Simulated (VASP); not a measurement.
# Si4Mo2S in VASP: single point with PBE

Aim: the single point of Si4Mo2S with PBE.

Program: VASP 6.6.1. These are calculated values, not measurements. Logs are shortened: lines on timing, memory, paths and dates and some standing lists are left out, and cuts for length are marked.

**1. The cell of the first run**

The cell holds a slab with vacuum, 7 atoms: a = 3.217 Å, b = 3.217 Å, c = 21.879 Å, α = 90.00°, β = 90.00°, γ = 90.00°.

**2. Single point, PBE**

INCAR

```
  PREC = Accurate
  ENCUT = 520
  EDIFF = 1E-6
  ISMEAR = 0
  SIGMA = 0.1
  LREAL = F
  LASPH = T
  NELM = 80
  ALGO = Fast
  ISIF = 2
  LWAVE = F
  LCHARG = F
  LDIPOL = T
  IDIPOL = 3
  DIPOL = 0.5 0.5 0.361
  GGA = PE
  NBANDS = 34
```

KPOINTS

```
regular mesh
0
Gamma
  8 8 1
```

POSCAR

```
Si4Mo2S
1.0
    3.2169717406      0.0000000000      0.0000000000
    0.0000000000      3.2169717406      0.0000000000
    0.0000000000      0.0000000000     21.8787970309
Si Mo S
4 2 1
Direct
    0.0000000000      0.0000000000      0.1828254083
    0.0000000000      0.0000000000      0.3015081460
    0.5000000000      0.5000000000      0.3593659940
    0.5000000000      0.5000000000      0.4743769512
    0.5000000000      0.5000000000      0.2421667771
    0.0000000000      0.0000000000      0.4192862009
    0.5000000000      1.0000000000      0.5440900999
```

Potentials or basis: VASP PAW PBE potentials, release 64 (Si, Mo_sv, S).

Started as:

```bash
> cat potpaw_PBE.64/Si/POTCAR potpaw_PBE.64/Mo_sv/POTCAR potpaw_PBE.64/S/POTCAR > POTCAR
> mpirun -np 1 vasp_std > vasp.out
```

OUTCAR:

```text
PREC = Accurate
   ENCUT = 520
   EDIFF = 1E-6
   ISMEAR = 0
   LREAL = F
   LASPH = T
   NELM = 80
   ISIF = 2
   GGA = PE

 ion  position               nearest neighbor table
   1  0.000  0.000  0.183-   2 2.60   5 2.62   5 2.62   5 2.62   5 2.62
   2  0.000  0.000  0.302-   6 2.58   1 2.60   3 2.60   3 2.60   3 2.60   3 2.60   5 2.62   5 2.62
                             5 2.62   5 2.62
   3  0.500  0.500  0.359-   4 2.52   5 2.56   2 2.60   2 2.60   2 2.60   2 2.60   6 2.63   6 2.63
                             6 2.63   6 2.63
   4  0.500  0.500  0.474-   7 2.22   7 2.22   3 2.52   6 2.57   6 2.57   6 2.57   6 2.57
   5  0.500  0.500  0.242-   3 2.56   1 2.62   1 2.62   1 2.62   1 2.62   2 2.62   2 2.62   2 2.62
                             2 2.62
   6  0.000  0.000  0.419-   4 2.57   4 2.57   4 2.57   4 2.57   2 2.58   3 2.63   3 2.63   3 2.63
                             3 2.63
   7  0.500  0.000  0.544-   4 2.22   4 2.22

  LATTYP: Found a simple tetragonal cell.
 ALAT       =     3.2169717406
 C/A-ratio  =     6.8010535358

  Lattice vectors:

 A1 = (   3.2169717406,   0.0000000000,   0.0000000000)
 A2 = (   0.0000000000,   3.2169717406,   0.0000000000)
 A3 = (   0.0000000000,   0.0000000000,  21.8787970309)

Analysis of symmetry for initial positions (statically):
=====================================================================
 Subroutine PRICEL returns:
 Original cell was already a primitive cell.

 Routine SETGRP: Setting up the symmetry group for a
 simple tetragonal supercell.

 Subroutine GETGRP returns: Found  4 space group operations
 (whereof  4 operations were pure point group operations)
 out of a pool of 16 trial point group operations.

The static configuration has the point symmetry C_2v.

Analysis of symmetry for dynamics (positions and initial velocities):
=====================================================================
 Subroutine PRICEL returns:
 Original cell was already a primitive cell.

 Routine SETGRP: Setting up the symmetry group for a
 simple tetragonal supercell.

 Subroutine GETGRP returns: Found  4 space group operations
 (whereof  4 operations were pure point group operations)
 out of a pool of 16 trial point group operations.

The dynamic configuration has the point symmetry C_2v.

[... 113 lines left out ...]
   ISIF   =      2    stress and relaxation
   ISYM   =      2    0-nonsym 1-usesym 2-fastsym
   POTIM  = 0.5000    time-step for ionic-motion
   TEBEG  =    0.0;   TEEND  =   0.0 temperature during run
   PSTRESS=    0.0 pullay stress
   NELECT =      50.0000    total number of electrons
   NUPDOWN=      -1.0000    fix difference up-down
   EMIN   =  10.00;   EMAX   =-10.00  energy-range for DOS
   EFERMI =   0.00;   METHOD = LEGACY
   ISMEAR =     0;   SIGMA  =   0.10  broadening in eV -4-tet -1-fermi 0-gaus
   EFERMI_NEDOS =   21; number of points for ismear=-14 and -15
   IALGO  =     68    algorithm
   IMIX   =      4    mixing-type and parameters
     AMIX     =   0.40;   BMIX     =  1.00
     AMIX_MAG =   1.60;   BMIX_MAG =  1.00
  volume/ion in A,a.u.               =      32.35       218.28
  Fermi-wavevector in a.u.,A,eV,Ry     =   0.989522  1.869926 13.322200  0.979154
  Thomas-Fermi vector in A             =   2.121127
   LORBIT       =      0    0 simple, 1 ext, 2 COOP (PROOUT), +10 PAW based schemes
   GGA     = PE    functional components
   LHFCALC =     F    Hartree Fock is set to
   AEXX    =    0.0000 exact exchange contribution
   IVDW    =     0    specifies the selected vdW correction
   LEPSILON=     F    determine dielectric tensor
   LRPA    =     F    only Hartree local field effects (RPA)
 non-spin polarized calculation
 RMM-DIIS sequential band-by-band and
 Gauss-broadening in eV      SIGMA  =   0.10
  energy-cutoff  :      520.00
  volume of cell :      226.42
 maximum number of plane-waves:      6156
   NGX = 11   NGY = 11   NGZ = 81

 dipolmoment           0.000000      0.000000     -0.000787 electrons x Angstroem

 number of electron      50.0000006 magnetization

 dipolmoment           0.000000      0.000000      0.023564 electrons x Angstroem

 Free energy of the ion-electron system (eV)
  ---------------------------------------------------
  ext. energy  EPLUGINS =         0.00000000
  ---------------------------------------------------
  free energy    TOTEN  =       -48.52466928 eV

  energy without entropy =      -48.51360674  energy(sigma->0) =      -48.51913801

 E-fermi :   2.1916     XC(G=0):  -6.0438

 val. band max:        2.1894325046   @ k =   0.5000   0.5000   0.0000
 cond. band min:       2.2323539963   @ k =   0.0000   0.1250   0.0000
 fundamental gap:      0.0429214918
 Fermi energy:         2.1916086161

 k-point     1 :       0.0000    0.0000    0.0000
  band No.  band energies     occupation
      1     -58.5340      2.00000
      2     -58.3484      2.00000
      3     -32.7440      2.00000
      4     -32.6504      2.00000
      5     -32.5487      2.00000
      6     -32.4955      2.00000
[... 877 lines left out ...]
     33       5.6125      0.00000
     34       6.3417      0.00000

 [... further k-points ...]

------------------------ aborting loop because EDIFF is reached ----------------------------------------

 vacuum level on the upper side and lower side of the slab       (xc-potential included)         0.184        -0.214

  FORCE on cell =-STRESS in cart. coord.  units (eV):
  Direction    XX          YY          ZZ          XY          YZ          ZX
  --------------------------------------------------------------------------------------
  -------------------------------------------------------------------------------------
  Total        1.8516311     -0.1134680      0.1185586      0.0000000      0.0000000      0.0000000
  in kB       13.1022870     -0.8029087      0.8389302      0.0000000      0.0000000      0.0000000
  external PRESSURE =       4.3794362 kB  Pullay stress =       0.0000000 kB

 VOLUME and BASIS-vectors are now :
 -----------------------------------------------------------------------------
  energy-cutoff  :      520.00
  volume of cell :      226.42
      direct lattice vectors                 reciprocal lattice vectors
     3.216971741  0.000000000  0.000000000     0.310851347  0.000000000  0.000000000
     0.000000000  3.216971741  0.000000000     0.000000000  0.310851347  0.000000000
     0.000000000  0.000000000 21.878797031     0.000000000  0.000000000  0.045706352

 POSITION                                       TOTAL-FORCE (eV/Angst)
 -----------------------------------------------------------------------------------
      0.00000      0.00000      4.00000         0.000000      0.000000      0.516630
      0.00000      0.00000      6.59664         0.000000      0.000000     -0.554977
      1.60849      1.60849      7.86250         0.000000      0.000000     -0.237903
      1.60849      1.60849     10.37880         0.000000      0.000000      0.898544
      1.60849      1.60849      5.29832         0.000000      0.000000     -0.031502
      0.00000      0.00000      9.17348         0.000000      0.000000     -0.543820
      1.60849      0.00000     11.90404         0.000000      0.000000     -0.046972
 -----------------------------------------------------------------------------------
    total drift:                                0.000000      0.000000      0.000721

  FREE ENERGIE OF THE ION-ELECTRON SYSTEM (eV)
  ---------------------------------------------------
  free  energy   TOTEN  =       -48.5246692761 eV

  energy  without entropy=      -48.5136067372  energy(sigma->0) =      -48.51913801

 vacuum level on the upper side and lower side of the slab         7.135         6.723
```

OSZICAR:

```text
N       E                     dE             d eps       ncg     rms          rms(c)
DAV:   1     0.356505622468E+03    0.35651E+03   -0.26232E+04  2060   0.125E+03
DAV:   2    -0.311465655490E+02   -0.38765E+03   -0.37539E+03  2096   0.308E+02
DAV:   3    -0.504077021003E+02   -0.19261E+02   -0.18549E+02  2224   0.597E+01
DAV:   4    -0.509977583352E+02   -0.59006E+00   -0.58569E+00  2270   0.102E+01
[... 17 lines left out ...]
RMM:  22    -0.485246600273E+02   -0.97109E-05   -0.61473E-07  1209   0.236E-03    0.139E-03
RMM:  23    -0.485246641688E+02   -0.41415E-05   -0.20492E-07   959   0.152E-03    0.772E-04
RMM:  24    -0.485246679924E+02   -0.38235E-05   -0.27643E-07   935   0.142E-03    0.552E-04
RMM:  25    -0.485246689946E+02   -0.10023E-05   -0.65895E-08   687   0.104E-03    0.355E-04
RMM:  26    -0.485246692761E+02   -0.28148E-06   -0.37800E-08   568   0.961E-04
   1 F= -.48524669E+02 E0= -.48519138E+02  d E =-.110625E-01
```

Wall time 8.6 min (1 thread of Oxide Virtual Turin-like, shared host); peak memory 0.37 GiB.

What came out:

| Quantity | Value |
| --- | --- |
| Free energy | -48.5247 eV |
| Largest force | 0.899 eV/Å |
| Band gap on the k mesh | zero (bands 25 and 26 overlap by 0.52 eV) |

Forces in eV/Å, atoms in the order of the input:
```
Si   0.000  0.000  0.517
Si   0.000  0.000 -0.555
Si   0.000  0.000 -0.238
Si   0.000  0.000  0.899
Mo   0.000  0.000 -0.032
Mo   0.000  0.000 -0.544
S    0.000  0.000 -0.047
```

Levels at points of the mesh, in eV from the Fermi level:
```csv
k point,band 21,band 22,band 23,band 24,band 25,band 26,band 27,band 28,band 29,band 30
"(0.00, 0.00, 0.00)",-1.65,-0.50,-0.49,-0.28,0.31,0.65,1.06,1.34,1.38,2.42
"(0.50, 0.00, 0.00)",-1.78,-1.70,-1.68,-0.53,-0.48,-0.21,-0.10,2.22,2.37,2.97
"(0.00, 0.50, 0.00)",-2.25,-1.78,-1.08,-0.25,-0.23,0.29,1.64,2.24,2.65,2.70
"(0.50, 0.50, 0.00)",-3.35,-1.78,-1.77,-1.69,0.00,0.25,1.35,1.98,2.25,2.47
```

The gap in the log of VASP goes by the Fermi energy; the results here count the filled bands.